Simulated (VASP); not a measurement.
Here is a VASP 6.6.1 calculation.

File INCAR:

```
ALGO = Normal
EDIFF = 1E-6
ENCUT = 520
GGA = PE
ISIF = 2
ISMEAR = 0
LASPH = T
LCHARG = T
LELF = T
LREAL = F
LVHAR = T
LWAVE = F
NBANDS = 21
NELM = 80
PREC = Accurate
SIGMA = 0.1
```

KPOINTS

```
k-points
0
Gamma
  6 6 6
```

File POSCAR:

```
MoC3
1.0
    3.3197915425      0.0000000000      0.0000000000
    0.0000000000      3.3197915425      0.0000000000
    0.0000000000      0.0000000000      3.3197915425
Mo C
1 3
Direct
    0.0000000000      0.0000000000      0.0000000000
    0.0000000000      0.5000000000      0.5000000000
    0.5000000000      0.0000000000      0.5000000000
    0.5000000000      0.5000000000      0.0000000000
```

Potentials or basis: VASP PAW PBE potentials, release 64 (Mo_sv, C).

Command:

```bash
$ cat potpaw_PBE.64/Mo_sv/POTCAR potpaw_PBE.64/C/POTCAR > POTCAR
$ mpirun -np 1 vasp_std > vasp.out
```

**Question.** What does it give for the pressure?

**Answer.** -16.9 GPa.

**Question.** Estimate the band gap on the k mesh.

**Answer.** Zero (band 13 reaches 11.09 eV, above the bottom of band 14 at 9.49 eV).
